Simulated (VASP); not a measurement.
Here is a VASP 6.6.1 calculation.

Contents of INCAR:

```
ALGO = Fast
EDIFF = 1E-6
ENCUT = 520
ISIF = 2
ISMEAR = 1
LASPH = True
LCHARG = False
LREAL = False
LWAVE = False
NBANDS = 17
NELM = 100
PREC = Accurate
SIGMA = 0.1
```

File KPOINTS:

```
k-points
0
Gamma
  16 16 9
```

The input POSCAR:

```
Hf
1.0
    3.1967000000      0.0000000000      0.0000000000
   -1.5983500000      2.7684234083      0.0000000000
    0.0000000000      0.0000000000      5.0578000000
Hf
2
Direct
    0.6707990000      0.3463000000      0.7545060000
    0.3256540000      0.6728700000      0.2466750000
```

Potentials or basis: VASP PAW LDA potentials, release 64 (Hf_pv).

The run is started by

```bash
$ cat potpaw_LDA.64/Hf_pv/POTCAR > POTCAR
$ mpirun -np 1 vasp_std > vasp.out
```

(1) Predict the band gap on the k mesh.

(2) Estimate the pressure.

(3) Estimate the largest force.

## Answers

(1) zero (band 10 reaches 5.87 eV, above the bottom of band 11 at 4.45 eV).

(2) -7.6 GPa.

(3) 0.117 eV/Å.

Caveat: spin-orbit coupling is left out, which moves the levels of the heavy elements.
